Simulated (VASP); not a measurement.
A run of VASP 6.6.1:

File INCAR:

```
  PREC = Accurate
  ENCUT = 520
  EDIFF = 1E-6
  ISMEAR = 0
  SIGMA = 0.05
  LREAL = False
  LASPH = True
  NELM = 60
  ALGO = Normal
  ISIF = 2
  LWAVE = False
  LCHARG = True
  GGA = PE
  LELF = True
  LVHAR = True
  NBANDS = 12
```

The input KPOINTS:

```
regular mesh
0
Gamma
  10 10 10
```

The input POSCAR:

```
LiF
1.0
    0.0000000000      2.0140000000      2.0140000000
    2.0140000000      0.0000000000      2.0140000000
    2.0140000000      2.0140000000      0.0000000000
Li F
1 1
Direct
   -0.1086146971     -0.1086146971      0.1086146971
    0.5000000000      0.5000000000      0.5000000000
```

Potentials or basis: VASP PAW PBE potentials, release 64 (Li_sv, F).

Launch:

```console
$ cat potpaw_PBE.64/Li_sv/POTCAR potpaw_PBE.64/F/POTCAR > POTCAR
$ mpirun -np 1 vasp_std > vasp.out
```

Hardware: 1 thread of Intel(R) Xeon(R) 6975P-C (Granite Rapids), on a shared host.

Task: Estimate the wall time of this run.

Result: Run time: 6.8 s on 1 thread of Intel(R) Xeon(R) 6975P-C (Granite Rapids), with other jobs on the host, peak memory 0.14 GiB. Counts: scf iterations 12, k points 102.
